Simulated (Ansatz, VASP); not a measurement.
## One calculation of BN, two programs

```
B N
1.0
     0.00000    1.79027    1.79027
     1.79027    0.00000    1.79027
     1.79027    1.79027    0.00000
B N
1 1
Direct
  0.00000 0.00000 0.00000
  0.25000 0.25000 0.25000
```

Alike in both runs: functional LDA; k mesh 12 × 12 × 12; occupations gaussian, width 0.02 eV; no spin polarisation.

Ansatz relaxed the structure, and its values are those at the end. VASP's run is a single point on that final structure, the one shown.

|  | VASP | Ansatz |
| --- | --- | --- |
| version | VASP 6.6.1 | Ansatz 0.2.0 |
| potentials or method | VASP PAW LDA potentials, release 64 (B, N), cutoff 600 eV | scalar-relativistic, plane waves, PAW |
| valence electrons in the cell | 8 | 8 |

Ansatz gave:

- gap on the k mesh at the Fermi level (eV): 4.39
- least direct gap on the mesh (eV): 8.83
- pressure (GPa): 0.0

Q: Which values does VASP return?

A: gap on the k mesh at the Fermi level (eV): 4.38; least direct gap on the mesh (eV): 8.82; pressure (GPa): 0.8.

LDA's correlation is that of Perdew and Zunger in VASP and of Perdew and Wang (1992) in Ansatz.
